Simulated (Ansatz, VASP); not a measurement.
**Two plane-wave programs on NaF**

Contents of POSCAR:

```
NaF
1.0
    0.0000000000      2.2972417931      2.2972417931
    2.2972417931      0.0000000000      2.2972417931
    2.2972417931      2.2972417931      0.0000000000
Na F
1 1
Direct
    0.0000000000      0.0000000000      0.0000000000
    0.5000000000      0.5000000000      0.5000000000
```

INCAR.step1

```
SYSTEM = NaF
PREC     = Accurate       ! precision mode
ENCUT    = 520            ! plane-wave cutoff, eV
EDIFF    = 1E-5           ! SCF threshold, eV
ISMEAR   = 0              ! smearing method
SIGMA    = 0.01           ! smearing width, eV
LREAL    = .False.        ! projectors in reciprocal space
LASPH    = .True.         ! aspherical terms in the spheres
NELM     = 120            ! most SCF steps
ALGO     = Normal         ! electronic algorithm
ISIF     = 2              ! what is computed and relaxed
LWAVE    = .True.         ! write WAVECAR
LCHARG   = .False.        ! write CHGCAR
GGA      = PE             ! functional
NBANDS   = 14             ! bands
GGA_COMPAT= .False.
```

INCAR.step2

```
SYSTEM = NaF
PREC     = Accurate       ! precision mode
ENCUT    = 520            ! plane-wave cutoff, eV
EDIFF    = 1E-6           ! SCF threshold, eV
ISMEAR   = 0              ! smearing method
SIGMA    = 0.01           ! smearing width, eV
LREAL    = .False.        ! projectors in reciprocal space
LASPH    = .True.         ! aspherical terms in the spheres
NELM     = 120            ! most SCF steps
ALGO     = Normal         ! electronic algorithm
ISIF     = 2              ! what is computed and relaxed
LWAVE    = .False.        ! write WAVECAR
LCHARG   = .False.        ! write CHGCAR
GGA      = PE             ! functional
LHFCALC  = .True.         ! exact exchange
AEXX     = 0.4            ! exact-exchange fraction
HFSCREEN = 0.5            ! screening, 1/A
PRECFOCK = Normal       
ISTART   = 1            
NBANDS   = 14             ! bands
GGA_COMPAT= .False.
```

File KPOINTS:

```
Automatic mesh
0
Gamma
  4 4 4
  0 0 0
```

Input for Ansatz:

```yaml
crystal:
  lattice:
    - [0.0, 2.2972417931, 2.2972417931]
    - [2.2972417931, 0.0, 2.2972417931]
    - [2.2972417931, 2.2972417931, 0.0]
  atoms:
    - { symbol: Na, position: [0.0, 0.0, 0.0] }
    - { symbol: F, position: [0.5, 0.5, 0.5] }
kpoints:
  mp_grid: { grid: [4, 4, 4] }
hamiltonian:
  xc: { exchange: pbe, correlation: pbe, exx: { coeff: 0.4, omega: 0.5 } }
scf:
  occupations: { method: fixed }
  n_extra_bands: 4
output:
  forces: true
  stress: true
  eigenvalues: true
```

Alike in both runs: task single point; functional PBE-based screened hybrid; k mesh 4 × 4 × 4; no spin polarisation.

|  | VASP | Ansatz |
| --- | --- | --- |
| version | VASP 6.6.1 | Ansatz 0.2.0 |
| potentials or method | VASP PAW PBE potentials, release 64 (Na_pv, F) | plane waves |
| plane-wave cutoff (eV) | 520 | 420 |
| occupations | gaussian, width 0.01 eV | fixed |
| valence electrons in the cell | 14 | 16 |

VASP gave:

```
gap on the k mesh at the Fermi level (eV) : 8.69
pressure (GPa)                            : 0.7
```

Estimate Ansatz's values.

gap on the k mesh at the Fermi level (eV): 8.73; pressure (GPa): 0.5.

VASP's potentials were made for PBE, not for PBE-based screened hybrid. VASP's potentials hold 14 valence electrons a cell and Ansatz's 16, so a difference there can come from the potentials and not from the codes. Ansatz's warnings: stress exchange threshold loose, stress scf threshold loose.

The k mesh is coarse, so the values compare programs but aren't converged.
